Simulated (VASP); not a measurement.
Runs of VASP 6.6.1 on PbSe. The structure is that of space group Pm-3m (No. 221), or close to it. The cells are those of the table. 

```csv
task,level,potentials or basis,cell,k mesh,cutoff (eV),smearing,grid for exact exchange (PRECFOCK),share of exact exchange,screening parameter,gap on the mesh (eV),pressure (GPa)
relaxation of cell and atoms,PBEsol+D4,"VASP PAW PBE potentials, release 64 (Pb_d, Se)","relaxed from a = 3.784 Å, 2 atoms",7 × 7 × 7,600,fermi-dirac 0.05 eV,-,-,-,none,0.0
single point,r2SCAN,"VASP PAW PBE potentials, release 64 (Pb_d, Se)","a = 3.733 Å, 2 atoms",7 × 7 × 7,520,fermi-dirac 0.05 eV,-,-,-,none,1.4
single point,PBE,"VASP PAW PBE potentials, release 64 (Pb_d, Se)","a = 3.784 Å, 2 atoms",7 × 7 × 7,520,gaussian 0.024 eV,-,-,-,none,-0.2
electric field gradients,PBE,"VASP PAW PBE potentials, release 64 (Pb_d, Se)","a = 3.784 Å, 2 atoms",7 × 7 × 7,400,fermi-dirac 0.05 eV,-,-,-,none,-0.2
single point,PBE,"VASP PAW PBE potentials, release 64 (Pb_d, Se)","a = 3.784 Å, 2 atoms",7 × 7 × 7,520,gaussian 0.02 eV,-,-,-,none,-0.2
single point,PBE,"VASP PAW PBE potentials, release 64 (Pb_d, Se)","a = 3.784 Å, 2 atoms",7 × 7 × 7,520,fermi-dirac 0.05 eV,-,-,-,none,-0.2
single point,PBE-based screened hybrid,"VASP PAW PBE potentials, release 64 (Pb_d, Se)","a = 3.784 Å, 2 atoms",4 × 4 × 4,520,fermi-dirac 0.05 eV,Normal,0.4,0.2 1/Å,-,(a)
single point,LDA,"VASP PAW LDA potentials, release 64 (Pb_d, Se)","a = 3.733 Å, 2 atoms",7 × 7 × 7,520,fermi-dirac 0.05 eV,-,-,-,none,-2.9
```

Alike in all rows: no spin polarisation.

Q: Fill in the values left out.

A: (a) -1.7.

Caveats: some runs use coarse meshes; spin-orbit coupling is left out, which moves the levels of the heavy elements; the PAW data sets were made with another functional, which shifts forces and pressure a little (some runs); pairwise dispersion overbinds metals, which lowers pressure and volume (some runs).

A k mesh can miss the band edges, and the runs leave out spin-orbit coupling on Pb, Se.

A gap of «none» marks levels without a gap at the run's occupations.
